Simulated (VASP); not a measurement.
Ge, 2 atoms in the cell. The structure is orthorhombic, space group Imma (No. 74). Conventional cell: a = 4.992 Å, b = 5.302 Å, c = 2.874 Å, α = 90.00°, β = 90.00°, γ = 90.00°. Within 3.5 Å of Ge (site symmetry mm2) lie 8 Ge at 2.68 to 3.08 Å. 

```yaml
Program: VASP 6.6.1
Task: single point
Functional: LDA
Potentials_or_basis: VASP PAW LDA potentials, release 64 (Ge_d)
Cutoff: 520 eV
k_mesh: 11 × 11 × 11
Occupations: fermi-dirac, width 0.05 eV
Spin: no spin polarisation
Dipole_correction: no
Further_INCAR_settings: ALGO = Normal; EDIFF = 1e-07; NBANDS = 21
```

Potentials or basis: VASP PAW LDA potentials, release 64 (Ge_d).

Launch:

```console
$ cat potpaw_LDA.64/Ge_d/POTCAR > POTCAR
$ mpirun -np 1 vasp_std > vasp.out
```

Hardware: 1 thread of AMD EPYC 9R45 96-Core Processor (Zen 5), with other jobs on the host.

Problem. How long does it take, and how much memory?

Solution. Wall time 89 s on 1 thread of AMD EPYC 9R45 96-Core Processor (Zen 5), on a shared host, peak memory 0.22 GiB. Counts: scf iterations 11, k points 216.
